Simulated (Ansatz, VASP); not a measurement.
**CdS: VASP beside Ansatz**

```xyz
4
Lattice="4.1440 0.0000 0.0000 -2.0720 3.5888 0.0000 0.0000 0.0000 6.7191" Properties=species:S:1:pos:R:3 pbc="T T T"
Cd    0.0000    2.3925    0.0261
Cd    2.0720    1.1963    3.3857
S     0.0000    2.3925    2.5607
S     2.0720    1.1963    5.9203
```

Alike in both runs: task single point; functional PBE-based screened hybrid; k mesh 4 × 4 × 2; occupations gaussian, width 0.05 eV; no spin polarisation.

```csv
,VASP,Ansatz
version,VASP 6.6.1,Ansatz 0.2.0
potentials or method,"VASP PAW PBE potentials, release 64 (Cd, S), cutoff 520 eV","scalar-relativistic, plane waves, PAW"
valence electrons in the cell,36,52
```

```tsv
	VASP	Ansatz	Ansatz less VASP
gap on the k mesh at the Fermi level (eV)	1.89	1.88	-0.004
least direct gap on the mesh (eV)	1.89	1.88	-0.004
pressure (GPa)	2.0	1.6	-0.33
```

VASP's potentials were made for PBE, not for PBE-based screened hybrid. The functional is the same, so the differences come from potentials, cutoffs and numerics. VASP's potentials hold 36 valence electrons a cell and Ansatz's 52, so a difference there can come from the potentials and not from the codes. Ansatz's warnings: stress exchange threshold loose, stress scf threshold loose.

The k mesh is coarse, so the values compare programs but aren't converged.
